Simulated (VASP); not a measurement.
# GdHAu2 (P4/mmm) in VASP: single point with PBE

Aim: the single point of GdHAu2 with PBE.

Everything below comes from runs of VASP 6.6.1. Logs are shortened: lines on timing, memory, paths and dates and some standing lists are left out, and cuts for length are marked.

**1. The cell of the first run**

Symmetry: P4/mmm, No. 123, tetragonal system. Conventional cell: a = 3.871 Å, b = 3.871 Å, c = 6.053 Å, α = 90.00°, β = 90.00°, γ = 90.00°. Gd (site symmetry 4/mmm) has 8 Au at 2.93 Å and 4 Gd at 3.87 Å within 3.9 Å. Within 2.6 Å of H (site symmetry 4/mmm) lie 2 Au at 1.97 Å. Au (site symmetry 4mm) has 1 H at 1.97 Å and 1 Au at 2.11 Å within 2.6 Å.

The cell was built from a structure type or drawn by symmetry, and may not be a known phase.

**2. Single point, PBE, collinear spin, ferromagnetic start**

Contents of INCAR:

```
SYSTEM = GdHAu2
ALGO = Normal ; EDIFF = 1E-6
ENCUT = 520 ; GGA = PE
ISIF = 2 ; ISMEAR = 0
ISPIN = 2 ; LASPH = .TRUE.
LCHARG = .FALSE. ; LMAXMIX = 6
LORBIT = 11 ; LREAL = .FALSE.
LWAVE = .FALSE. ; MAGMOM = 7 0 0 0
NBANDS = 32 ; NELM = 150
PREC = Accurate ; SIGMA = 0.1
```

Contents of KPOINTS:

```
k-points
0
G
  4 4 4
  0 0 0
```

Contents of POSCAR:

```
GdHAu2
1.0
    3.8714349200      0.0000000000      0.0000000000
    0.0000000000      3.8714349200      0.0000000000
    0.0000000000      0.0000000000      6.0528414200
Gd H Au
1 1 2
Direct
    0.0000000000      0.0000000000      0.0000000000
    0.5000000000      0.5000000000      0.5000000000
    0.5000000000      0.5000000000      0.8257348300
    0.5000000000      0.5000000000      0.1742651700
```

Potentials or basis: VASP PAW PBE potentials, release 64 (Gd, H, Au).

Run with:

```bash
cat potpaw_PBE.64/Gd/POTCAR potpaw_PBE.64/H/POTCAR potpaw_PBE.64/Au/POTCAR > POTCAR
mpirun -np 1 vasp_std > vasp.out
```

OUTCAR:

```text
SYSTEM = GdHAu2
   EDIFF = 1E-6
   ENCUT = 520
   GGA = PE
   ISIF = 2
   ISMEAR = 0
   ISPIN = 2
   LASPH = .TRUE.
   LORBIT = 11
   LREAL = .FALSE.
   NELM = 150
   PREC = Accurate

 ion  position               nearest neighbor table
   1  0.000  0.000  0.000-   3 2.93   4 2.93   3 2.93   4 2.93   3 2.93   4 2.93   3 2.93   4 2.93

   2  0.500  0.500  0.500-   3 1.97   4 1.97
   3  0.500  0.500  0.826-   2 1.97   4 2.11   1 2.93   1 2.93   1 2.93   1 2.93
   4  0.500  0.500  0.174-   2 1.97   3 2.11   1 2.93   1 2.93   1 2.93   1 2.93

  LATTYP: Found a simple tetragonal cell.
 ALAT       =     3.8714349200
 C/A-ratio  =     1.5634620096

  Lattice vectors:

 A1 = (   3.8714349200,   0.0000000000,   0.0000000000)
 A2 = (   0.0000000000,   3.8714349200,   0.0000000000)
 A3 = (   0.0000000000,   0.0000000000,   6.0528414200)

Analysis of symmetry for initial positions (statically):
=====================================================================
 Subroutine PRICEL returns:
 Original cell was already a primitive cell.

 Routine SETGRP: Setting up the symmetry group for a
 simple tetragonal supercell.

 Subroutine GETGRP returns: Found 16 space group operations
 (whereof 16 operations were pure point group operations)
 out of a pool of 16 trial point group operations.

The static configuration has the point symmetry D_4h.

Analysis of symmetry for dynamics (positions and initial velocities):
=====================================================================
 Subroutine PRICEL returns:
 Original cell was already a primitive cell.

 Routine SETGRP: Setting up the symmetry group for a
 simple tetragonal supercell.

 Subroutine GETGRP returns: Found 16 space group operations
 (whereof 16 operations were pure point group operations)
 out of a pool of 16 trial point group operations.

The dynamic configuration has the point symmetry D_4h.

Analysis of structural, dynamic, and magnetic symmetry:
=====================================================================
 Subroutine PRICEL returns:
 Original cell was already a primitive cell.

 Routine SETGRP: Setting up the symmetry group for a
 simple tetragonal supercell.

 Subroutine GETGRP returns: Found 16 space group operations
 (whereof 16 operations were pure point group operations)
 out of a pool of 16 trial point group operations.

The overall configuration has the point symmetry D_4h.

 Subroutine INISYM returns: Found 16 space group operations
 (whereof 16 operations are pure point group operations),
 and found     1 'primitive' translations

----------------------------------------------------------------------------------------

                                     Primitive cell

  volume of cell :      90.7200

  direct lattice vectors                    reciprocal lattice vectors
     3.871434920  0.000000000  0.000000000     0.258302159  0.000000000  0.000000000
     0.000000000  3.871434920  0.000000000     0.000000000  0.258302159  0.000000000
     0.000000000  0.000000000  6.052841420     0.000000000  0.000000000  0.165211664

  length of vectors
     3.871434920  3.871434920  6.052841420     0.258302159  0.258302159  0.165211664

  position of ions in fractional coordinates (direct lattice)
     0.000000000  0.000000000  0.000000000
     0.500000000  0.500000000  0.500000000
     0.500000000  0.500000000  0.825734830
     0.500000000  0.500000000  0.174265170

  ion indices of the primitive-cell ions
   primitive index   ion index
                 1           1
                 2           2
                 3           3
                 4           4

----------------------------------------------------------------------------------------

 KPOINTS: k-points

Automatic generation of k-mesh.
 Grid dimensions read from file:
 generate k-points for:    4    4    4

 Generating k-lattice:

  Cartesian coordinates                     Fractional coordinates (reciprocal lattice)
     0.064575540  0.000000000  0.000000000     0.250000000  0.000000000  0.000000000
     0.000000000  0.064575540  0.000000000     0.000000000  0.250000000  0.000000000
     0.000000000  0.000000000  0.041302916     0.000000000  0.000000000  0.250000000

  Length of vectors
     0.064575540  0.064575540  0.041302916

  Shift w.r.t. Gamma in fractional coordinates (k-lattice)
     0.000000000  0.000000000  0.000000000

 Subroutine IBZKPT returns following result:
 ===========================================

 Found     18 irreducible k-points:

 Following reciprocal coordinates:
            Coordinates               Weight
  0.000000  0.000000  0.000000      1.000000
  0.250000  0.000000  0.000000      4.000000
  0.500000  0.000000  0.000000      2.000000
  0.250000  0.250000  0.000000      4.000000
  0.500000  0.250000  0.000000      4.000000
  0.500000  0.500000  0.000000      1.000000
[... 10 lines left out ...]
  0.500000  0.250000  0.500000      4.000000
  0.500000  0.500000  0.500000      1.000000
   k-points           NKPTS =     18   k-points in BZ     NKDIM =     18   number of bands    NBANDS=     32
   number of dos      NEDOS =    301   number of ions     NIONS =      4
   total plane-waves  NPLWV =  43200
   dimension x,y,z NGX =    30 NGY =   30 NGZ =   48
   dimension x,y,z NGXF=    60 NGYF=   60 NGZF=   96
   ions per type =               1   1   2
   NGX,Y,Z   is equivalent  to a cutoff of  12.88, 12.88, 13.18 a.u.
   NGXF,Y,Z  is equivalent  to a cutoff of  25.77, 25.77, 26.37 a.u.
 SYSTEM =  GdHAu2
   PREC   = accura    normal or accurate (medium, high low for compatibility)
   ISTART =      0    job   : 0-new  1-cont  2-samecut
   ICHARG =      2    charge: 1-file 2-atom 10-const
   ISPIN  =      2    spin polarized calculation?
   LNONCOLLINEAR =      F non collinear calculations
   LSORBIT =      F    spin-orbit coupling
   LASPH  =      T    aspherical Exc in radial PAW
   ENCUT  =  520.0 eV  38.22 Ry    6.18 a.u.   7.20  7.20 11.25*2*pi/ulx,y,z
   NELM   =    150;   NELMIN=  2; NELMDL= -5     # of ELM steps
   EDIFF  = 0.1E-05   stopping-criterion for ELM
   LREAL  =      F    real-space projection
[... 7 lines left out ...]
   TEBEG  =    0.0;   TEEND  =   0.0 temperature during run
   PSTRESS=    0.0 pullay stress
   NELECT =      41.0000    total number of electrons
   NUPDOWN=      -1.0000    fix difference up-down
   EMIN   =  10.00;   EMAX   =-10.00  energy-range for DOS
   EFERMI =   0.00;   METHOD = LEGACY
   ISMEAR =     0;   SIGMA  =   0.10  broadening in eV -4-tet -1-fermi 0-gaus
   EFERMI_NEDOS =   21; number of points for ismear=-14 and -15
   IALGO  =     38    algorithm
   IMIX   =      4    mixing-type and parameters
     AMIX     =   0.40;   BMIX     =  1.00
     AMIX_MAG =   1.60;   BMIX_MAG =  1.00
  volume/ion in A,a.u.               =      22.68       153.05
  Fermi-wavevector in a.u.,A,eV,Ry     =   1.256324  2.374108 21.474761  1.578350
  Thomas-Fermi vector in A             =   2.390038
   LORBIT       =     11    0 simple, 1 ext, 2 COOP (PROOUT), +10 PAW based schemes
   GGA     = PE    functional components
   LHFCALC =     F    Hartree Fock is set to
   AEXX    =    0.0000 exact exchange contribution
   IVDW    =     0    specifies the selected vdW correction
   LEPSILON=     F    determine dielectric tensor
   LRPA    =     F    only Hartree local field effects (RPA)
 spin polarized calculation
 Gauss-broadening in eV      SIGMA  =   0.10
  energy-cutoff  :      520.00
  volume of cell :       90.72
 maximum number of plane-waves:      2472
 NGX is ok and might be reduce to    30
   NGX = 15   NGY = 15   NGZ = 23

 number of electron      40.9999998 magnetization       6.9735655

 Free energy of the ion-electron system (eV)
  ---------------------------------------------------
  ext. energy  EPLUGINS =         0.00000000
  ---------------------------------------------------
  free energy    TOTEN  =       -19.11987844 eV

  energy without entropy =      -19.10530277  energy(sigma->0) =      -19.11259060

 E-fermi :   4.1637     XC(G=0):  -9.4823

 val. band max:        4.1062668620   @ k =   0.2500   0.2500   0.5000
 cond. band min:       4.1813083621   @ k =   0.2500   0.0000   0.0000
 fundamental gap:      0.0750415001
 Fermi energy:         4.1636533790

 spin component 1

 k-point     1 :       0.0000    0.0000    0.0000
  band No.  band energies     occupation
      1     -41.4682      1.00000
      2     -19.0236      1.00000
      3     -18.8530      1.00000
      4     -18.8530      1.00000
      5      -5.0288      1.00000
      6      -3.2737      1.00000
[... 24 lines left out ...]
     31       8.9148      0.00000
     32      12.0201      0.00000
[... 563 lines left out ...]
      1     -41.4508      1.00000
      2     -19.0491      1.00000
      3     -19.0491      1.00000
      4     -18.9815      1.00000
      5      -4.2571      1.00000
      6      -3.2011      1.00000
[... 24 lines left out ...]
     31       9.4674      0.00000
     32      10.9534      0.00000
 Fermi energy:         4.1636533790

 spin component 2

 k-point     1 :       0.0000    0.0000    0.0000
  band No.  band energies     occupation
      1     -38.3839      1.00000
      2     -16.8654      1.00000
      3     -16.6926      1.00000
      4     -16.6926      1.00000
      5      -5.0056      1.00000
      6      -3.1207      1.00000
[... 24 lines left out ...]
     31       9.3940      0.00000
     32      12.4021      0.00000
[... 564 lines left out ...]
      2     -16.9501      1.00000
      3     -16.9501      1.00000
      4     -16.8077      1.00000
      5      -4.2483      1.00000
      6      -3.1152      1.00000
[... 24 lines left out ...]
     31       9.7980      0.00000
     32      11.2575      0.00000

------------------------ aborting loop because EDIFF is reached ----------------------------------------

  FORCE on cell =-STRESS in cart. coord.  units (eV):
  Direction    XX          YY          ZZ          XY          YZ          ZX
  --------------------------------------------------------------------------------------
  -------------------------------------------------------------------------------------
  Total        4.5868726      4.5868726     30.0557680      0.0000000     -0.0000000      0.0000000
  in kB       81.0072773     81.0072773    530.8052257      0.0000000     -0.0000000      0.0000000
  external PRESSURE =     230.9399268 kB  Pullay stress =       0.0000000 kB

 VOLUME and BASIS-vectors are now :
 -----------------------------------------------------------------------------
  energy-cutoff  :      520.00
  volume of cell :       90.72
      direct lattice vectors                 reciprocal lattice vectors
     3.871434920  0.000000000  0.000000000     0.258302159  0.000000000  0.000000000
     0.000000000  3.871434920  0.000000000     0.000000000  0.258302159  0.000000000
     0.000000000  0.000000000  6.052841420     0.000000000  0.000000000  0.165211664

 POSITION                                       TOTAL-FORCE (eV/Angst)
 -----------------------------------------------------------------------------------
      0.00000      0.00000      0.00000         0.000000      0.000000     -0.000000
      1.93572      1.93572      3.02642         0.000000      0.000000     -0.000000
      1.93572      1.93572      4.99804         0.000000     -0.000000    -16.776929
      1.93572      1.93572      1.05480        -0.000000     -0.000000     16.776929
 -----------------------------------------------------------------------------------
    total drift:                                0.000000      0.000000      0.000000

  FREE ENERGIE OF THE ION-ELECTRON SYSTEM (eV)
  ---------------------------------------------------
  free  energy   TOTEN  =       -19.1198784357 eV

  energy  without entropy=      -19.1053027693  energy(sigma->0) =      -19.11259060

 total charge

# of ion       s       p       d       f       tot
--------------------------------------------------
    1        2.064   5.604   0.502   7.087  15.256
    2        0.467   0.011   0.000   0.000   0.478
    3        0.848   0.455   8.760   0.000  10.063
    4        0.848   0.455   8.760   0.000  10.063
--------------------------------------------------
tot          4.227   6.525  18.022   7.087  35.860

 magnetization (x)

# of ion       s       p       d       f       tot
--------------------------------------------------
    1        0.004  -0.078   0.071   6.722   6.719
    2        0.000   0.000   0.000   0.000   0.000
    3       -0.007   0.006  -0.002   0.000  -0.003
    4       -0.007   0.006  -0.002   0.000  -0.003
--------------------------------------------------
tot         -0.010  -0.067   0.068   6.722   6.714
```

Wall time 3.8 min (1 thread of Intel Xeon Platinum 8259CL at 2.50GHz (Skylake/Cascade Lake), shared host); peak memory 0.29 GiB.

What came out:

```yaml
Free_energy: -19.1199 eV
Pressure: 23.1 GPa
Largest_force: 16.777 eV/Å
Band_gap_on_the_k_mesh: zero (filled and empty bands overlap)
Net_moment: 6.97 μB per cell
Site_moments: Gd +6.72; H +0.00; Au -0.00 μB
Valence_electrons_inside_the_program's_atomic_spheres: Gd 15.26; H 0.48; Au 10.06
```

Forces on the atoms (eV/Å):
```
Gd    0.000   0.000   0.000
H     0.000   0.000   0.000
Au    0.000   0.000 -16.777
Au    0.000   0.000  16.777
```

Levels at points of the mesh, in eV from the Fermi level:
Spin up:
| k point | band 21 | band 22 | band 23 | band 24 | band 25 | band 26 | band 27 | band 28 |
| --- | --- | --- | --- | --- | --- | --- | --- | --- |
| (0.00, 0.00, 0.00) | -3.23 | -3.23 | -3.06 | -0.41 | 1.42 | 1.59 | 1.59 | 1.70 |
| (0.50, 0.00, 0.00) | -3.43 | -3.21 | -2.58 | -1.65 | -0.24 | 1.04 | 1.42 | 2.79 |
| (0.50, 0.50, 0.00) | -3.40 | -3.12 | -1.85 | -0.46 | -0.46 | 0.27 | 0.27 | 1.55 |
| (0.00, 0.00, 0.50) | -4.19 | -3.36 | -3.36 | 0.37 | 1.42 | 1.51 | 1.51 | 4.29 |
| (0.50, 0.00, 0.50) | -3.91 | -3.72 | -3.33 | -2.16 | 1.16 | 1.56 | 1.87 | 3.42 |
| (0.50, 0.50, 0.50) | -3.63 | -3.63 | -2.51 | -0.62 | -0.62 | 0.85 | 0.85 | 2.02 |
Spin down:
| k point | band 13 | band 14 | band 15 | band 16 | band 17 | band 18 | band 19 | band 20 | band 21 | band 22 |
| --- | --- | --- | --- | --- | --- | --- | --- | --- | --- | --- |
| (0.00, 0.00, 0.00) | -4.43 | -3.23 | -3.23 | -2.97 | -0.36 | 0.31 | 0.32 | 0.32 | 0.35 | 0.37 |
| (0.50, 0.00, 0.00) | -3.97 | -3.45 | -3.22 | -2.30 | -1.74 | -0.12 | 0.11 | 0.26 | 0.30 | 0.30 |
| (0.50, 0.50, 0.00) | -3.45 | -3.40 | -3.40 | -1.81 | 0.04 | 0.04 | 0.17 | 0.17 | 0.22 | 0.29 |
| (0.00, 0.00, 0.50) | -4.80 | -4.52 | -3.37 | -3.37 | 0.26 | 0.32 | 0.32 | 0.35 | 0.38 | 0.38 |
| (0.50, 0.00, 0.50) | -4.12 | -3.87 | -3.73 | -3.34 | -1.85 | 0.09 | 0.21 | 0.26 | 0.30 | 0.30 |
| (0.50, 0.50, 0.50) | -4.30 | -3.63 | -3.63 | -2.92 | -0.16 | -0.16 | 0.25 | 0.25 | 0.28 | 0.31 |

Caveat: the k points lie up to 0.41 Å⁻¹ apart, too coarse for converged energies and pressures of a metal; spin-orbit coupling is left out, which moves the levels of the heavy elements; semilocal functionals describe open f shells poorly, which spoils levels, moments and volumes; forces of over 1 eV/Å act on the atoms, so gaps and moduli don't describe the material at rest. The state reached can hang on the start; a lower one may exist.
